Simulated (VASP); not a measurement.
Here is a VASP 6.6.1 calculation.

Contents of INCAR:

```
SYSTEM = CdS3
ALGO = Normal
EDIFF = 1E-6
ENCUT = 500
GGA = PE
GGA_COMPAT = .False.
ISIF = 2
ISMEAR = 0
LASPH = .True.
LCHARG = .False.
LREAL = .False.
LWAVE = .False.
NBANDS = 23
NELM = 120
PREC = Accurate
SIGMA = 0.1
```

The input KPOINTS:

```
k-points
0
Gamma
  4 4 4
  0 0 0
```

File POSCAR:

```
CdS3
1.0
    4.3563458400      0.0000000000      0.0000000000
    0.0000000000      4.3563458400      0.0000000000
    0.0000000000      0.0000000000      4.3563458400
Cd S
1 3
Direct
    0.0000000000      0.0000000000      0.0000000000
    0.0000000000      0.5000000000      0.5000000000
    0.5000000000      0.0000000000      0.5000000000
    0.5000000000      0.5000000000      0.0000000000
```

Potentials or basis: VASP PAW PBE potentials, release 64 (Cd, S).

Command:

```console
$ cat potpaw_PBE.64/Cd/POTCAR potpaw_PBE.64/S/POTCAR > POTCAR
$ mpirun -np 1 vasp_std > vasp.out
```

Question: What does it give for the pressure?

Answer: -5.5 GPa.

Question: Estimate the band gap on the k mesh.

Answer: Zero (band 15 reaches 4.79 eV, above the bottom of band 16 at 3.60 eV).

Caveat: the k points lie up to 0.36 Å⁻¹ apart.
